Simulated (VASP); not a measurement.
A run of VASP 6.6.1:

Contents of INCAR:

```
ALGO = Normal
EDIFF = 1E-6
ENCUT = 520
GGA = PE
ISIF = 2
ISMEAR = 0
LASPH = T
LCHARG = F
LREAL = F
LWAVE = F
NBANDS = 21
NELM = 100
PREC = Accurate
SIGMA = 0.1
```

The input KPOINTS:

```
k-points
0
Gamma
  16 16 16
```

The input POSCAR:

```
LiLu
1.0
    0.0000000000      2.9467609187      2.9467609187
    2.9467609187      0.0000000000      2.9467609187
    2.9467609187      2.9467609187      0.0000000000
Li Lu
1 1
Direct
    0.5000000000      0.5000000000      0.5000000000
    0.0000000000      0.0000000000      0.0000000000
```

Potentials or basis: VASP PAW PBE potentials, release 64 (Li_sv, Lu).

Run with:

```sh
$ cat potpaw_PBE.64/Li_sv/POTCAR potpaw_PBE.64/Lu/POTCAR > POTCAR
$ mpirun -np 1 vasp_std > vasp.out
```

Hardware: 1 thread of Intel(R) Xeon(R) 6975P-C (Granite Rapids), with other jobs on the host.

Question: Estimate the wall time of this run.

Answer: Run time: 45 s on 1 thread of Intel(R) Xeon(R) 6975P-C (Granite Rapids), on a shared host, peak memory 0.3 GiB. Counts: scf iterations 12, k points 145.
